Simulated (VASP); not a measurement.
# C (P6_3/mmc) in VASP: a series of runs

Aim: see how the results for C move with the level of theory and the settings. Levels: PBE, LDA. Tasks: G0W0 quasiparticle levels.

All numbers are computed with VASP 6.6.1; they aren't measurements. Logs are shortened: lines on timing, memory, paths and dates and some standing lists are left out, and cuts for length are marked.

**1. The cell of the first run**

Symmetry: P6_3/mmc, No. 194, hexagonal system. The conventional cell has a = 2.503 Å, b = 2.503 Å, c = 4.169 Å, α = 90.00°, β = 90.00°, γ = 120.00°. Within 2.0 Å of C (site symmetry 3m) lie 4 C at 1.54 to 1.56 Å.

**2. G0W0 quasiparticle levels, PBE**

The input, POSCAR:

```
C
1.0
    2.5031953733      0.0000000000      0.0000000000
   -1.2515976866      2.1678307839      0.0000000000
    0.0000000000      0.0000000000      4.1688692751
C
4
Direct
    0.3333333333      0.6666666667      0.0002313174
    0.6666666667      0.3333333333      0.5002313174
    0.3333333333      0.6666666667      0.3747686826
    0.6666666667      0.3333333333      0.8747686826
```

The input, INCAR.step1:

```
SYSTEM = C
  PREC = Accurate
  ENCUT = 500
  EDIFF = 1E-8
  ISMEAR = 0
  SIGMA = 0.01
  LREAL = .FALSE.
  LASPH = .TRUE.
  NELM = 60
  ALGO = Normal
  LWAVE = .TRUE.
  LCHARG = .FALSE.
  GGA = PE
```

The input, INCAR.step2:

```
SYSTEM = C
  PREC = Accurate
  ENCUT = 500
  EDIFF = 1E-8
  ISMEAR = 0
  SIGMA = 0.01
  LREAL = .FALSE.
  LASPH = .TRUE.
  NELM = 1
  ALGO = Exact
  LWAVE = .TRUE.
  LCHARG = .FALSE.
  GGA = PE
  NBANDS = 93
  LOPTICS = .TRUE.
  ISTART = 1
```

The input, INCAR.step3:

```
SYSTEM = C
  PREC = Accurate
  ENCUT = 500
  EDIFF = 1E-8
  ISMEAR = 0
  SIGMA = 0.01
  LREAL = .FALSE.
  LASPH = .TRUE.
  ALGO = EVGW0
  LWAVE = .FALSE.
  LCHARG = .FALSE.
  GGA = PE
  NELMGW = 1
  NBANDS = 93
  ENCUTGW = 140.0
  NOMEGA = 96
  PRECFOCK = Fast
  ISTART = 1
  NBANDSGW = 16
  OMEGAMAX = 30
```

The input, KPOINTS:

```
regular mesh
0
G
  6 6 4
  0 0 0
```

Potentials or basis: VASP PAW PBE potentials, release 64 (C_GW).

On the command line:

```bash
> cat potpaw_PBE.64/C_GW/POTCAR > POTCAR
> cp INCAR.step1 INCAR
> mpirun -np 1 vasp_std > vasp.out
> cp INCAR.step2 INCAR
> mpirun -np 1 vasp_std > vasp.out
> cp INCAR.step3 INCAR
> mpirun -np 1 vasp_std > vasp.out
```

OUTCAR:

```text
SYSTEM = C
   PREC = Accurate
   ENCUT = 500
   EDIFF = 1E-8
   ISMEAR = 0
   LREAL = .FALSE.
   LASPH = .TRUE.
   GGA = PE
   NELMGW = 1
   ENCUTGW = 140.0
   PRECFOCK = Fast
   ISTART = 1

 ion  position               nearest neighbor table
   1  0.333  0.667  0.000-   4 1.54   4 1.54   4 1.54   3 1.56
   2  0.667  0.333  0.500-   3 1.54   3 1.54   3 1.54   4 1.56
   3  0.333  0.667  0.375-   2 1.54   2 1.54   2 1.54   1 1.56
   4  0.667  0.333  0.875-   1 1.54   1 1.54   1 1.54   2 1.56

  LATTYP: Found a hexagonal cell.
 ALAT       =     2.5031953733
 C/A-ratio  =     1.6654190558

  Lattice vectors:

 A1 = (   2.5031953733,   0.0000000000,   0.0000000000)
 A2 = (  -1.2515976866,   2.1678307839,   0.0000000000)
 A3 = (   0.0000000000,   0.0000000000,   4.1688692751)

Analysis of symmetry for initial positions (statically):
=====================================================================
 Subroutine PRICEL returns:
 Original cell was already a primitive cell.

 Routine SETGRP: Setting up the symmetry group for a
 hexagonal supercell.

 Subroutine GETGRP returns: Found 24 space group operations
 (whereof  6 operations were pure point group operations)
 out of a pool of 24 trial point group operations.

The static configuration has the point symmetry C_3v.
 The point group associated with its full space group is D_6h.

Analysis of symmetry for dynamics (positions and initial velocities):
=====================================================================
 Subroutine PRICEL returns:
 Original cell was already a primitive cell.

 Routine SETGRP: Setting up the symmetry group for a
 hexagonal supercell.

 Subroutine GETGRP returns: Found 24 space group operations
 (whereof  6 operations were pure point group operations)
 out of a pool of 24 trial point group operations.

The dynamic configuration has the point symmetry C_3v.
 The point group associated with its full space group is D_6h.

 Subroutine INISYM returns: Found 24 space group operations
 (whereof  6 operations are pure point group operations),
 and found     1 'primitive' translations

----------------------------------------------------------------------------------------

                                     Primitive cell

  volume of cell :      22.6224

  direct lattice vectors                    reciprocal lattice vectors
     2.503195373  0.000000000  0.000000000     0.399489393  0.230645309  0.000000000
    -1.251597687  2.167830784  0.000000000     0.000000000  0.461290617  0.000000000
     0.000000000  0.000000000  4.168869275     0.000000000  0.000000000  0.239873197

  length of vectors
     2.503195373  2.503195373  4.168869275     0.461290617  0.461290617  0.239873197

  position of ions in fractional coordinates (direct lattice)
     0.333333333  0.666666667  0.000231317
     0.666666667  0.333333333  0.500231317
     0.333333333  0.666666667  0.374768683
     0.666666667  0.333333333  0.874768683

  ion indices of the primitive-cell ions
   primitive index   ion index
                 1           1
                 2           2
                 3           3
                 4           4

----------------------------------------------------------------------------------------

 KPOINTS: regular mesh

Automatic generation of k-mesh.
 Grid dimensions read from file:
 generate k-points for:    6    6    4

 Generating k-lattice:

  Cartesian coordinates                     Fractional coordinates (reciprocal lattice)
     0.066581565  0.038440885  0.000000000     0.166666667  0.000000000  0.000000000
     0.000000000  0.076881770  0.000000000     0.000000000  0.166666667  0.000000000
     0.000000000  0.000000000  0.059968299     0.000000000  0.000000000  0.250000000

  Length of vectors
     0.076881770  0.076881770  0.059968299

  Shift w.r.t. Gamma in fractional coordinates (k-lattice)
     0.000000000  0.000000000  0.000000000

 Subroutine IBZKPT returns following result:
 ===========================================

 Found     21 irreducible k-points:

 Following reciprocal coordinates:
            Coordinates               Weight
  0.000000  0.000000  0.000000      1.000000
  0.166667 -0.000000  0.000000      6.000000
  0.333333  0.000000  0.000000      6.000000
  0.500000 -0.000000  0.000000      3.000000
  0.166667  0.166667  0.000000      6.000000
  0.333333  0.166667  0.000000     12.000000
[... 13 lines left out ...]
  0.333333  0.166667  0.500000     12.000000
  0.333333  0.333333  0.500000      2.000000
   k-points           NKPTS =     21   k-points in BZ     NKDIM =    144   number of bands    NBANDS=     93
   number of dos      NEDOS =    301   number of ions     NIONS =      4
   total plane-waves  NPLWV =   9720
   dimension x,y,z NGX =    18 NGY =   18 NGZ =   30
   dimension x,y,z NGXF=    36 NGYF=   36 NGZF=   60
   ions per type =               4
   NGX,Y,Z   is equivalent  to a cutoff of  11.95, 11.95, 11.96 a.u.
   NGXF,Y,Z  is equivalent  to a cutoff of  23.91, 23.91, 23.93 a.u.
 SYSTEM =  C
   PREC   = accura    normal or accurate (medium, high low for compatibility)
   ISTART =      1    job   : 0-new  1-cont  2-samecut
   ICHARG =      0    charge: 1-file 2-atom 10-const
   ISPIN  =      1    spin polarized calculation?
   LNONCOLLINEAR =      F non collinear calculations
   LSORBIT =      F    spin-orbit coupling
   LASPH  =      T    aspherical Exc in radial PAW
   ENCUT  =  500.0 eV  36.75 Ry    6.06 a.u.   4.56  4.56  7.60*2*pi/ulx,y,z
   NELM   =     60;   NELMIN=  2; NELMDL=  0     # of ELM steps
   EDIFF  = 0.1E-07   stopping-criterion for ELM
   LREAL  =      F    real-space projection
   EDIFFG = 0.1E-06   stopping-criterion for IOM
   NSW    =      0    number of steps for IOM
   IBRION =     -1    ionic relax: 0-MD 1-quasi-New 2-CG
   NFREE  =      0    steps in history (QN), initial steepest desc. (CG)
   ISIF   =      0    stress and relaxation
   ISYM   =      3    0-nonsym 1-usesym 2-fastsym
   POTIM  = 0.5000    time-step for ionic-motion
   TEBEG  =    0.0;   TEEND  =   0.0 temperature during run
   PSTRESS=    0.0 pullay stress
   NELECT =      16.0000    total number of electrons
   NUPDOWN=      -1.0000    fix difference up-down
   EMIN   =  10.00;   EMAX   =-10.00  energy-range for DOS
   EFERMI =   0.00;   METHOD = LEGACY
   ISMEAR =     0;   SIGMA  =   0.01  broadening in eV -4-tet -1-fermi 0-gaus
   EFERMI_NEDOS =   21; number of points for ismear=-14 and -15
   IALGO  =     38    algorithm
   IMIX   =      4    mixing-type and parameters
     AMIX     =   0.40;   BMIX     =  1.00
     AMIX_MAG =   1.60;   BMIX_MAG =  1.00
  volume/ion in A,a.u.               =       5.66        38.17
  Fermi-wavevector in a.u.,A,eV,Ry     =   1.458597  2.756349 28.946471  2.127506
  Thomas-Fermi vector in A             =   2.575263
   LORBIT       =      0    0 simple, 1 ext, 2 COOP (PROOUT), +10 PAW based schemes
   GGA     = PE    functional components
   LHFCALC =     T    Hartree Fock is set to
   PRECFOCK=fast      Normal, Fast or Accurate (Low or Medium for compatibility)
   ENCUT4O =  -1.0   cutoff for four orbital integrals eV
   NKREDX  =     1    reduce k-point grid by
   NKREDY  =     1    reduce k-point grid by
   NKREDZ  =     1    reduce k-point grid by
   AEXX    =    1.0000 exact exchange contribution
   HFSCREEN=    0.0000 screening length (either q_TF or 0.3 A-1)
   HFSCREENC=   0.0000 screening length for correlation (either q_TF or 0.3 A-1)
   ENCUTFOCK=  -1.0 apply spherical cutoff to Coloumb kernel
   IVDW    =     0    specifies the selected vdW correction
   LEPSILON=     F    determine dielectric tensor
   LRPA    =     F    only Hartree local field effects (RPA)
   LRPAFORCE           =     F    calculate RPA forces
   ENCUTGW             = 140.0    cutoff for response function in eV
   ENCUTGWSOFT         = 112.0    soft cutoff for Coulomb kernel in GW response function in eV
   ENCUTLF             =  -1.0    cutoff for local field effects
   NELMGW              =     1    number of iterations in solving QP/BSE equation
   NELMHF              =     1    number of iterations in the inner HF iteration
   NKREDLFX            =     1    NKREDLFY  =   1   NKREDLFZ  =   1
 non-spin polarized calculation
 Gauss-broadening in eV      SIGMA  =   0.01
  energy-cutoff  :      500.00
  volume of cell :       22.62
 maximum number of plane-waves:       592
  NGX = 12; NGY = 12; NGZ = 20
   NGX =  9   NGY =  9   NGZ = 15
 maximum number of plane-waves:        99
 NGX is ok and might be reduce to    10

 QP shifts <psi_nk| G(iteration)W_0 |psi_nk>: iteration 1
 for sc-GW calculations column KS-energies equals QP-energies in previous step
 and V_xc(KS)=  KS-energies - (<T + V_ion + V_H > + <T+V_H+V_ion>^1  + <V_x>^1)

 k-point   1 :       0.0000    0.0000    0.0000
  band No.  KS-energies  QP-energies   sigma(KS)   V_xc(KS)     V^pw_x(r,r')   Z            occupation Imag(sigma)

      1     -11.7312     -13.2244     -16.7783     -14.7967     -25.4599       0.7536       2.0000       1.3607
      2      -6.1525      -7.4592     -17.3978     -15.6621     -24.7082       0.7528       2.0000       0.6650
      3      -3.6249      -4.7644     -16.0256     -14.5059     -21.9003       0.7498       2.0000       0.3472
      4       7.0073       6.3164     -17.2695     -16.4250     -19.8978       0.8180       2.0000       0.0487
      5       7.0073       6.3164     -17.2695     -16.4250     -19.8978       0.8180       2.0000       0.0487
      6       9.6140       9.1585     -17.2258     -16.6758     -18.9387       0.8283       2.0000       0.0341
[... 8 lines left out ...]
     15      24.2385      25.4501     -15.4630     -17.0545      -8.0953       0.7613       0.0000      -0.1805
     16      27.8217      29.3470     -14.5560     -16.5697      -6.0899       0.7574       0.0000      -0.3755

 k-point   2 :       0.1667   -0.0000    0.0000
  band No.  KS-energies  QP-energies   sigma(KS)   V_xc(KS)     V^pw_x(r,r')   Z            occupation Imag(sigma)

      1     -11.0414     -12.4964     -16.7790     -14.8455     -25.2866       0.7525       2.0000       1.2630
      2      -5.5310      -6.8206     -17.4135     -15.6982     -24.5133       0.7518       2.0000       0.5846
      3      -2.9908      -4.1321     -16.1474     -14.6299     -21.8190       0.7521       2.0000       0.2971
      4       4.1334       3.2134     -17.0267     -15.8809     -20.4205       0.8029       2.0000       0.0707
      5       5.8390       5.0696     -17.0889     -16.1430     -19.9933       0.8134       2.0000       0.0554
      6       7.6453       6.9798     -17.3982     -16.5853     -19.9275       0.8188       2.0000       0.0473
[... 8 lines left out ...]
     15      25.0760      26.3930     -15.3523     -17.0852      -7.7685       0.7600       0.0000      -0.2176
     16      25.3356      25.9685     -11.3481     -12.1119      -5.4409       0.8285       0.0000      -0.1492
[... 348 lines left out ...]
      5       2.8954       1.9160     -16.6321     -15.4029     -20.3020       0.7968       2.0000       0.0826
      6       2.8954       1.9160     -16.6321     -15.4029     -20.3020       0.7968       2.0000       0.0826
[... 8 lines left out ...]
     15      25.2302      26.6831     -14.3576     -16.2456      -6.8426       0.7696       0.0000      -0.2132
     16      25.2302      26.6831     -14.3576     -16.2456      -6.8426       0.7696       0.0000      -0.2132

 k-point  21 :       0.3333    0.3333    0.5000
  band No.  KS-energies  QP-energies   sigma(KS)   V_xc(KS)     V^pw_x(r,r')   Z            occupation Imag(sigma)

      1      -3.5181      -4.7612     -17.5754     -15.9171     -24.0459       0.7496       2.0000       0.3949
      2      -3.5181      -4.7612     -17.5754     -15.9171     -24.0459       0.7496       2.0000       0.3949
      3      -2.4276      -3.6124     -17.0152     -15.4433     -22.7864       0.7537       2.0000       0.2688
      4      -2.4276      -3.6124     -17.0152     -15.4433     -22.7864       0.7537       2.0000       0.2688
      5       0.5422      -0.5326     -15.9897     -14.6159     -20.2070       0.7823       2.0000       0.1202
      6       0.5422      -0.5326     -15.9897     -14.6159     -20.2070       0.7823       2.0000       0.1202
[... 8 lines left out ...]
     15      25.4932      27.0105     -14.7589     -16.7478      -7.0374       0.7629       0.0000      -0.2295
     16      25.4932      27.0105     -14.7589     -16.7478      -7.0374       0.7629       0.0000      -0.2295
```

Wall time 2.5 min (1 thread of Intel Xeon 6975P-C (Granite Rapids), shared host); peak memory 0.34 GiB.

Results:

* Quasiparticle gap: 4.35 eV
* Least direct quasiparticle gap: 6.59 eV
* Band gap of the starting levels on the mesh: 3.31 eV
* Least direct gap of the starting levels on the mesh: 4.99 eV

Caveat: the k points lie up to 0.48 Å⁻¹ apart; bands, screening cutoff and mesh are small and nothing is extrapolated, so the quasiparticle values aren't converged.

[end of part 1 of 2]
